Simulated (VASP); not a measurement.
# SnSe2 (P6mm) in VASP: further runs, part 2 of 2

VASP 6.6.1. Earlier steps stand in the parts before.

## Step 3: Single point, PBE

This run uses another cell than the first one, of 25.88 Å³/atom, 0.985 times its volume.

Contents of INCAR:

```
ALGO = Normal
EDIFF = 1E-7
ENCUT = 520
GGA = PE
ISIF = 2
ISMEAR = 0
LASPH = True
LCHARG = False
LREAL = False
LWAVE = False
NBANDS = 35
NELM = 60
PREC = Accurate
SIGMA = 0.1
```

Contents of KPOINTS:

```
k-points
0
Gamma
  12 12 6
```

Contents of POSCAR:

```
SnSe2
1.0
    5.5443110308      0.0000000000      0.0000000000
   -2.7721555154      4.8015141992      0.0000000000
    0.0000000000      0.0000000000      5.8322405576
Sn Se
2 4
Direct
    0.3333333333      0.6666666667      0.9160293218
    0.6666666667      0.3333333333      0.9160293218
    0.5000000000      0.0000000000      0.3867225639
    0.0000000000      0.5000000000      0.3867225639
    0.5000000000      0.5000000000      0.3867225639
    0.0000000000      0.0000000000      0.8762788550
```

Potentials or basis: VASP PAW PBE potentials, release 64 (Sn_d, Se).

Launch:

```
> cat potpaw_PBE.64/Sn_d/POTCAR potpaw_PBE.64/Se/POTCAR > POTCAR
> mpirun -np 1 vasp_std > vasp.out
```

OUTCAR:

```text
EDIFF = 1E-7
   ENCUT = 520
   GGA = PE
   ISIF = 2
   ISMEAR = 0
   LASPH = True
   LREAL = False
   NELM = 60
   PREC = Accurate

 ion  position               nearest neighbor table
   1  0.333  0.667  0.916-   4 3.18   3 3.18   5 3.18   2 3.20   2 3.20   2 3.20   6 3.21   6 3.21
                             6 3.21
   2  0.667  0.333  0.916-   4 3.18   3 3.18   5 3.18   1 3.20   1 3.20   1 3.20   6 3.21   6 3.21
                             6 3.21
   3  0.500  0.000  0.387-   4 2.77   5 2.77   5 2.77   4 2.77   1 3.18   2 3.18
   4  0.000  0.500  0.387-   5 2.77   5 2.77   3 2.77   3 2.77   1 3.18   2 3.18
   5  0.500  0.500  0.387-   4 2.77   4 2.77   3 2.77   3 2.77   1 3.18   2 3.18
   6  0.000  0.000  0.876-   1 3.21   2 3.21   2 3.21   1 3.21   2 3.21   1 3.21

  LATTYP: Found a hexagonal cell.
 ALAT       =     5.5443110308
 C/A-ratio  =     1.0519324268

  Lattice vectors:

 A1 = (   5.5443110308,   0.0000000000,   0.0000000000)
 A2 = (  -2.7721555154,   4.8015141992,   0.0000000000)
 A3 = (   0.0000000000,   0.0000000000,   5.8322405576)

Analysis of symmetry for initial positions (statically):
=====================================================================
 Subroutine PRICEL returns:
 Original cell was already a primitive cell.

 Routine SETGRP: Setting up the symmetry group for a
 hexagonal supercell.

 Subroutine GETGRP returns: Found 12 space group operations
 (whereof 12 operations were pure point group operations)
 out of a pool of 24 trial point group operations.

The static configuration has the point symmetry C_6v.

Analysis of symmetry for dynamics (positions and initial velocities):
=====================================================================
 Subroutine PRICEL returns:
 Original cell was already a primitive cell.

 Routine SETGRP: Setting up the symmetry group for a
[... 134 lines left out ...]
     AMIX_MAG =   1.60;   BMIX_MAG =  1.00
  volume/ion in A,a.u.               =      25.88       174.63
  Fermi-wavevector in a.u.,A,eV,Ry     =   1.136900  2.148429 17.586091  1.292541
  Thomas-Fermi vector in A             =   2.273605
   LORBIT       =      0    0 simple, 1 ext, 2 COOP (PROOUT), +10 PAW based schemes
   GGA     = PE    functional components
   LHFCALC =     F    Hartree Fock is set to
   AEXX    =    0.0000 exact exchange contribution
   IVDW    =     0    specifies the selected vdW correction
   LEPSILON=     F    determine dielectric tensor
   LRPA    =     F    only Hartree local field effects (RPA)
 non-spin polarized calculation
 Gauss-broadening in eV      SIGMA  =   0.10
  energy-cutoff  :      520.00
  volume of cell :      155.26
 maximum number of plane-waves:      4216
 NGX is ok and might be reduce to    42
   NGX = 21   NGY = 21   NGZ = 21

 number of electron      52.0000012 magnetization

 Free energy of the ion-electron system (eV)
  ---------------------------------------------------
  ext. energy  EPLUGINS =         0.00000000
  ---------------------------------------------------
  free energy    TOTEN  =       -21.37165421 eV

  energy without entropy =      -21.35190599  energy(sigma->0) =      -21.36178010

 E-fermi :   4.9983     XC(G=0):  -9.6723

 val. band max:        4.9966111920   @ k =   0.3333   0.3333   0.1667
 cond. band min:       4.9999345120   @ k =   0.1667  -0.0000   0.0000
 fundamental gap:      0.0033233201
 Fermi energy:         4.9983411235

 k-point     1 :       0.0000    0.0000    0.0000
  band No.  band energies     occupation
      1     -16.9175      2.00000
      2     -16.8663      2.00000
      3     -16.8663      2.00000
      4     -16.8473      2.00000
      5     -16.8473      2.00000
      6     -16.8189      2.00000
[... 901 lines left out ...]
     34       9.6766      0.00000
     35      10.7922      0.00000

 [... further k-points ...]

------------------------ aborting loop because EDIFF is reached ----------------------------------------

  FORCE on cell =-STRESS in cart. coord.  units (eV):
  Direction    XX          YY          ZZ          XY          YZ          ZX
  --------------------------------------------------------------------------------------
  -------------------------------------------------------------------------------------
  Total        0.0174304      0.0174304      0.0245931      0.0000000      0.0000000      0.0000000
  in kB        0.1798688      0.1798688      0.2537832      0.0000000      0.0000000      0.0000000
  external PRESSURE =       0.2045069 kB  Pullay stress =       0.0000000 kB

 VOLUME and BASIS-vectors are now :
 -----------------------------------------------------------------------------
  energy-cutoff  :      520.00
  volume of cell :      155.26
      direct lattice vectors                 reciprocal lattice vectors
     5.544311031  0.000000000  0.000000000     0.180365061  0.104133817  0.000000000
    -2.772155515  4.801514199  0.000000000     0.000000000  0.208267634  0.000000000
     0.000000000  0.000000000  5.832240558     0.000000000  0.000000000  0.171460692

 POSITION                                       TOTAL-FORCE (eV/Angst)
 -----------------------------------------------------------------------------------
     -0.00000      3.20101      5.34250        -0.000000      0.000000     -0.004222
      2.77216      1.60050      5.34250         0.000000      0.000000     -0.004222
      2.77216      0.00000      2.25546         0.000000     -0.000000      0.001894
     -1.38608      2.40076      2.25546         0.000000     -0.000000      0.001894
      1.38608      2.40076      2.25546         0.000000     -0.000000      0.001894
      0.00000      0.00000      5.11067         0.000000     -0.000000      0.002762
 -----------------------------------------------------------------------------------
    total drift:                                0.000000      0.000000     -0.000107

  FREE ENERGIE OF THE ION-ELECTRON SYSTEM (eV)
  ---------------------------------------------------
  free  energy   TOTEN  =       -21.3716542062 eV

  energy  without entropy=      -21.3519059856  energy(sigma->0) =      -21.36178010
```

OSZICAR:

```text
N       E                     dE             d eps       ncg     rms          rms(c)
DAV:   1     0.490124353013E+03    0.49012E+03   -0.23304E+04  5483   0.172E+03
DAV:   2     0.548619499019E+02   -0.43526E+03   -0.41948E+03  5392   0.463E+02
DAV:   3    -0.177934231793E+02   -0.72655E+02   -0.70128E+02  6593   0.161E+02
DAV:   4    -0.219138802221E+02   -0.41205E+01   -0.40587E+01  6175   0.395E+01
DAV:   5    -0.220115511195E+02   -0.97671E-01   -0.97414E-01  6762   0.682E+00    0.643E+00
DAV:   6    -0.213811136363E+02    0.63044E+00   -0.11154E+00  6788   0.554E+00    0.385E+00
DAV:   7    -0.213771385888E+02    0.39750E-02   -0.30950E-01  6456   0.201E+00    0.186E+00
DAV:   8    -0.213730408346E+02    0.40978E-02   -0.39165E-02  5864   0.109E+00    0.291E-01
DAV:   9    -0.213716906348E+02    0.13502E-02   -0.13027E-02  6124   0.525E-01    0.121E-01
DAV:  10    -0.213716030336E+02    0.87601E-04   -0.13168E-03  5726   0.172E-01    0.782E-02
DAV:  11    -0.213716561254E+02   -0.53092E-04   -0.38691E-04  6131   0.101E-01    0.200E-02
DAV:  12    -0.213716541570E+02    0.19684E-05   -0.45235E-05  5957   0.322E-02    0.938E-03
DAV:  13    -0.213716543817E+02   -0.22473E-06   -0.54288E-06  5915   0.112E-02    0.255E-03
DAV:  14    -0.213716542440E+02    0.13775E-06   -0.59912E-07  5393   0.375E-03    0.112E-03
DAV:  15    -0.213716542062E+02    0.37817E-07   -0.78167E-08  3209   0.134E-03
   1 F= -.21371654E+02 E0= -.21361780E+02  d E =-.197482E-01
```

Wall time 3.2 min (1 thread of Intel Xeon 6975P-C (Granite Rapids), shared host); peak memory 0.49 GiB.

What came out:

```yaml
Free_energy: -21.3717 eV
Pressure: 0.0 GPa
Largest_force: 0.004 eV/Å
Band_gap_on_the_k_mesh: zero (band 26 reaches 5.84 eV, above the bottom of band 27 at 4.46 eV)
```

Forces on the atoms (eV/Å):
```
Sn   0.000  0.000 -0.004
Sn   0.000  0.000 -0.004
Se   0.000  0.000  0.002
Se   0.000  0.000  0.002
Se   0.000  0.000  0.002
Se   0.000  0.000  0.003
```

Levels at points of the mesh, in eV from the Fermi level:
| k point | band 22 | band 23 | band 24 | band 25 | band 26 | band 27 | band 28 | band 29 | band 30 | band 31 |
| --- | --- | --- | --- | --- | --- | --- | --- | --- | --- | --- |
| (0.00, 0.00, 0.00) | -2.26 | -1.83 | -1.83 | -1.08 | -1.08 | -0.51 | 0.80 | 2.32 | 3.29 | 3.29 |
| (0.50, 0.00, 0.00) | -2.03 | -1.72 | -1.64 | -1.52 | -0.88 | -0.15 | 1.14 | 1.70 | 3.03 | 3.07 |
| (0.00, 0.00, 0.50) | -2.72 | -2.72 | -2.55 | -1.77 | 0.77 | 1.09 | 1.09 | 2.33 | 3.32 | 3.32 |
| (0.50, 0.00, 0.50) | -1.71 | -1.56 | -1.52 | -0.92 | -0.52 | -0.22 | 0.67 | 0.91 | 1.95 | 2.51 |

Caveat: spin-orbit coupling is left out, which moves the levels of the heavy elements.
